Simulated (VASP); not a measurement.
**BaTiO3: single point with r2SCAN**

BaTiO3:

```
Ba Ti O
1.0
     2.89004    1.66857    2.38652
    -2.89004    1.66857    2.38652
     0.00000   -3.33713    2.38652
Ba Ti O
1 1 3
Direct
  0.99301 0.99301 0.99301
  0.47660 0.47660 0.47660
  0.51128 0.51128 0.02702
  0.02702 0.51128 0.51128
  0.51128 0.02702 0.51128
```

| Property | Result |
| --- | --- |
| Program | VASP 6.6.1 |
| Task | single point |
| Functional | r2SCAN |
| Potentials or basis | VASP PAW PBE potentials, release 64 (Ba_sv, Ti_sv, O) |
| Cutoff | 520 eV |
| k mesh | 6 × 6 × 6 |
| Occupations | gaussian, width 0.02 eV |
| Spin | no spin polarisation |

The pressure is -3.9 GPa and the largest force is 0.202 eV/Å. The band gap on the k mesh is 3.18 eV (least direct gap 3.77 eV).

Forces in eV/Å, atoms in the order of the input:
```
Ba   0.000  0.000  0.028
Ti   0.000  0.000  0.202
O    0.000  0.104 -0.077
O   -0.090 -0.052 -0.077
O    0.090 -0.052 -0.077
```

Stress tensor (GPa, compression positive):
```
-3.78  0.00  0.00
 0.00 -3.78  0.00
 0.00  0.00 -4.04
```

Levels at points of the mesh, in eV from the valence-band top:
| k point | band 17 | band 18 | band 19 | band 20 | band 21 | band 22 | band 23 | band 24 |
| --- | --- | --- | --- | --- | --- | --- | --- | --- |
| (0.00, 0.00, 0.00) | -0.95 | -0.81 | -0.67 | -0.67 | 3.20 | 3.20 | 3.38 | 4.93 |
| (0.50, 0.00, 0.00) | -1.56 | -1.43 | -1.14 | -0.95 | 3.33 | 4.14 | 4.33 | 4.89 |
| (0.50, 0.50, 0.00) | -1.60 | -0.94 | -0.84 | -0.09 | 4.23 | 4.28 | 4.56 | 5.23 |
| (0.50, 0.50, 0.50) | -2.33 | -0.05 | -0.05 | 0.00 | 4.50 | 4.80 | 4.80 | 6.85 |

Wall time 4.5 min on 1 thread of Intel Xeon 8259CL, with other jobs on the host, peak memory 0.23 GiB.

Caveat: the cell stands under tension; the PAW data sets were made with another functional, which shifts forces and pressure a little; spin-orbit coupling is left out, which moves the levels of the heavy elements. A k mesh can miss the band edges.
